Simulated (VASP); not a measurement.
# Ge: single point with PBE

The system is Ge.

```
Ge
1.0
     0.00000    2.88598    2.88598
     2.88598    0.00000    2.88598
     2.88598    2.88598    0.00000
Ge
2
Direct
  0.50000 0.50000 0.50000
  0.75000 0.75000 0.75000
```

```json
{
 "Program": "VASP 6.6.1",
 "Task": "single point",
 "Functional": "PBE",
 "Potentials or basis": "VASP PAW PBE potentials, release 64 (Ge_d)",
 "Cutoff": "520 eV",
 "k mesh": "10 × 10 × 10",
 "Occupations": "gaussian, width 0.1 eV",
 "Spin": "no spin polarisation"
}
```

```yaml
Pressure: -0.4 GPa
Band_gap_on_the_k_mesh: zero (filled and empty bands touch)
```

Levels at points of the mesh, in eV from the Fermi level:
```tsv
k point	band 11	band 12	band 13	band 14	band 15	band 16	band 17	band 18
(0.00, 0.00, 0.00)	-12.29	-0.46	0.04	0.04	0.04	2.56	2.56	2.56
(0.50, 0.00, 0.00)	-10.35	-7.30	-1.28	-1.28	0.05	3.75	3.75	7.13
(0.50, 0.50, 0.00)	-8.63	-8.63	-2.83	-2.83	0.86	0.86	9.07	9.07
```

Wall time 40 s on 1 thread of Intel Xeon 6975P-C, on a shared host, peak memory 0.18 GiB.
